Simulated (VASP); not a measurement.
# NbH2 in VASP: a series of runs, part 3 of 3

VASP 6.6.1. The steps go on from the part before.

### 6 Electric field gradients, LDA (equal xy, yz and zx shear strains of -1 %)

Input file INCAR:

```
ALGO     = Normal         # electronic algorithm
EDIFF    = 1E-8           # SCF threshold, eV
ENCUT    = 400            # plane-wave cutoff, eV
GGA_COMPAT= False        
ISIF     = 2              # what is computed and relaxed
ISMEAR   = -1             # smearing method
LASPH    = True           # aspherical terms in the spheres
LCHARG   = False          # write CHGCAR
LEFG     = True         
LREAL    = False          # projectors in reciprocal space
LWAVE    = False          # write WAVECAR
NBANDS   = 14             # bands
NELM     = 120            # most SCF steps
PREC     = Accurate       # precision mode
SIGMA    = 0.03           # smearing width, eV
```

Input file KPOINTS:

```
k-points
0
Gamma
  15 15 15
```

Input file POSCAR:

```
NbH2
1.0
   -0.0228150000      2.2700925000      2.2700925000
    2.2700925000     -0.0228150000      2.2700925000
    2.2700925000      2.2700925000     -0.0228150000
Nb H
1 2
Direct
    0.0000000000      0.0000000000      0.0000000000
    0.2500000000      0.2500000000      0.2500000000
    0.7500000000      0.7500000000      0.7500000000
```

Potentials or basis: VASP PAW LDA potentials, release 64 (Nb_sv, H).

The run is started by

```
cat potpaw_LDA.64/Nb_sv/POTCAR potpaw_LDA.64/H/POTCAR > POTCAR
mpirun -np 1 vasp_std > vasp.out
```

OUTCAR:

```text
EDIFF = 1E-8
   ENCUT = 400
   ISIF = 2
   ISMEAR = -1
   LASPH = True
   LREAL = False
   NELM = 120
   PREC = Accurate

 ion  position               nearest neighbor table
   1  0.000  0.000  0.000-   2 1.96   3 1.96
   2  0.250  0.250  0.250-   1 1.96
   3  0.750  0.750  0.750-   1 1.96

  LATTYP: Found a trigonal (rhomboedric) cell.
 ALAT       =     3.2104766689
 COS(alpha) =     0.4899250057

  Lattice vectors:

 A1 = (  -0.0228150000,   2.2700925000,   2.2700925000)
[... 625 lines left out ...]
  free  energy   TOTEN  =       -19.2460235909 eV

  energy  without entropy=      -19.2430871840  energy(sigma->0) =      -19.24455539

 Electric field gradients (V/A^2)
---------------------------------------------------------------------
 ion       V_xx      V_yy      V_zz      V_xy      V_xz      V_yz
---------------------------------------------------------------------
   1       0.000    -0.000     0.000    -7.366    -7.366    -7.366
   2       0.000    -0.000     0.000     0.231     0.231     0.231
   3      -0.000    -0.000     0.000     0.231     0.231     0.231
---------------------------------------------------------------------

 Electric field gradients after diagonalization (V/A^2)
 (convention: |V_zz| > |V_xx| > |V_yy|)
----------------------------------------------------------------------
 ion       V_xx      V_yy      V_zz     asymmetry (V_yy - V_xx)/ V_zz
----------------------------------------------------------------------
   1       7.366     7.366   -14.731       0.000
   2      -0.231    -0.231     0.461       0.000
   3      -0.231    -0.231     0.461       0.000
----------------------------------------------------------------------

           NMR quadrupolar parameters

 Cq : quadrupolar parameter    Cq=e*Q*V_zz/h
 eta: asymmetry parameters     (V_yy - V_xx)/ V_zz
 Q  : nuclear electric quadrupole moment in mb (millibarn)
----------------------------------------------------------------------
 ion       Cq(MHz)       eta       Q (mb)
----------------------------------------------------------------------
   1      -0.036       0.000       1.000
   2       0.001       0.000       1.000
   3       0.001       0.000       1.000
----------------------------------------------------------------------
```

OSZICAR:

```text
N       E                     dE             d eps       ncg     rms          rms(c)
DAV:   1     0.101824921482E+03    0.10182E+03   -0.67852E+03  9752   0.865E+02
DAV:   2    -0.165131791264E+02   -0.11834E+03   -0.11198E+03 11834   0.339E+02
DAV:   3    -0.204674834256E+02   -0.39543E+01   -0.37924E+01 13816   0.543E+01
DAV:   4    -0.206643828975E+02   -0.19690E+00   -0.19652E+00 12922   0.112E+01
DAV:   5    -0.206700538255E+02   -0.56709E-02   -0.56703E-02 13850   0.168E+00    0.952E+00
DAV:   6    -0.194033889015E+02    0.12667E+01   -0.13873E+00 15330   0.137E+01    0.296E+00
DAV:   7    -0.192503479294E+02    0.15304E+00   -0.33584E-01 16332   0.544E+00    0.750E-01
DAV:   8    -0.192459703758E+02    0.43776E-02   -0.27551E-02 13270   0.206E+00    0.346E-01
DAV:   9    -0.192461371492E+02   -0.16677E-03   -0.26408E-03 15328   0.447E-01    0.840E-02
DAV:  10    -0.192460235922E+02    0.11356E-03   -0.24418E-04 10608   0.121E-01    0.135E-02
DAV:  11    -0.192460243902E+02   -0.79796E-06   -0.18380E-05 13962   0.351E-02    0.756E-03
DAV:  12    -0.192460236190E+02    0.77121E-06   -0.16602E-06 14142   0.159E-02    0.185E-03
DAV:  13    -0.192460235918E+02    0.27135E-07   -0.13478E-07 14566   0.408E-03    0.609E-04
DAV:  14    -0.192460235909E+02    0.91040E-09   -0.20587E-09  5960   0.489E-04
   1 F= -.19246024E+02 E0= -.19244555E+02  d E =-.293641E-02
```

stdout:

```text
POSCAR found type information on POSCAR NbH
 POSCAR found :  2 types and       3 ions
 scaLAPACK will be used
 LDA part: xc-table for (Slater(with rela. corr.)+CA(PZ))
 , standard interpolation
 POSCAR, INCAR and KPOINTS ok, starting setup
 FFT: planning ... GRIDC
 FFT: planning ... GRID_SOFT
 FFT: planning ... GRID
 WAVECAR not read
 entering main loop
ion   1

ion   2

ion   3
```

Wall time 30 s (1 thread of Intel Xeon 6975P-C (Granite Rapids), shared host); peak memory 0.18 GiB.

What came out:

| Property | Result |
| --- | --- |
| Free energy | -19.2460 eV |
| Pressure | -9.0 GPa |
| Largest force | 0.080 eV/Å |

Forces in eV/Å, atoms in the order of the input:
```
Nb   0.000  0.000  0.000
H    0.046  0.046  0.046
H   -0.046 -0.046 -0.046
```

Levels at points of the mesh, in eV from the Fermi level:
```tsv
k point	band 5	band 6	band 7	band 8	band 9	band 10	band 11	band 12
(0.00, 0.00, 0.00)	-10.60	-1.43	-1.43	-1.26	-0.99	1.25	1.25	12.43
```

Electric field gradients, principal values (V/Å²):
| atom | least | middle | greatest (by size) |
| --- | --- | --- | --- |
| 1 Nb | 7.366 | 7.366 | -14.731 |
| 2 H | -0.231 | -0.231 | 0.461 |
| 3 H | -0.231 | -0.231 | 0.461 |

Caveat: the cell differs from its parent crystal (equal xy, yz and zx shear strains of -1 %); without QUAD_EFG the Cq values of the log hold for a quadrupole moment of 1 mb, not for the nuclei.

### 7 Summary

| cell | gap on the mesh (eV) | pressure (GPa) | largest force (eV/Å) |
| --- | --- | --- | --- |
| a = 3.243 Å, angles 59.3°, 3 atoms | none | -9.0 | 0.07 |
| a = 3.210, b = 3.210, c = 3.194 Å, angles 60.2, 60.2, 59.7°, 3 atoms | none | -5.7 | - |
| a = 3.195 Å, angles 61.3°, 3 atoms | none | -8.9 | 0.17 |
| a = 3.210 Å, angles 60.7°, 3 atoms | none | -9.0 | 0.08 |

Alike in all rows: task electric field gradients; level LDA; potentials or basis VASP PAW LDA potentials, release 64 (Nb_sv, H); no spin polarisation; k mesh 15 × 15 × 15; cutoff (eV) 400; smearing fermi-dirac 0.03 eV.

Absolute energies hang on the potentials; compare differences alone.
